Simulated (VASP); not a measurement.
Runs of VASP 6.6.1 on MgCdSe. The structure is that of space group P4/mmm (No. 123), or close to it. The cells are those of the table. The cell was built from a structure type or drawn by symmetry, and may not be a known phase.

```tsv
task	cell	k mesh	cutoff (eV)	gap on the mesh (eV)	pressure (GPa)	relaxed volume (Å³/atom)
relaxation of cell and atoms	relaxed from a = 3.845, b = 3.845, c = 4.663 Å, 3 atoms	4 × 4 × 4	600	none	-0.1	30.79
single point	a = 3.938, b = 3.938, c = 5.933 Å, 3 atoms	4 × 4 × 4	520	none	(a)	-
single point	a = 3.935, b = 3.935, c = 5.855 Å, 3 atoms	12 × 12 × 8	520	none	0.1	-
relaxation of cell and atoms	relaxed from a = 3.938, b = 3.938, c = 5.933 Å, 3 atoms	12 × 12 × 8	600	none	0.0	(b)
single point	a = 3.845, b = 3.845, c = 4.663 Å, 3 atoms	4 × 4 × 4	520	none	15.9	-
```

Alike in all rows: level PBE; potentials or basis VASP PAW PBE potentials, release 64 (Mg, Cd, Se); no spin polarisation; smearing gaussian 0.1 eV.

Fill in the values left out.

(a) 0.2; (b) 30.28.

Caveats: some runs use coarse meshes; semilocal functionals underestimate gaps, so a narrow gap can read as zero (at least some runs); the volume moved by over 15 % at a fixed basis, so the end points are rough (at least some runs).

A k mesh can miss the band edges, and the runs leave out spin-orbit coupling on Cd, Se.

A gap of «none» marks levels without a gap at the run's occupations.
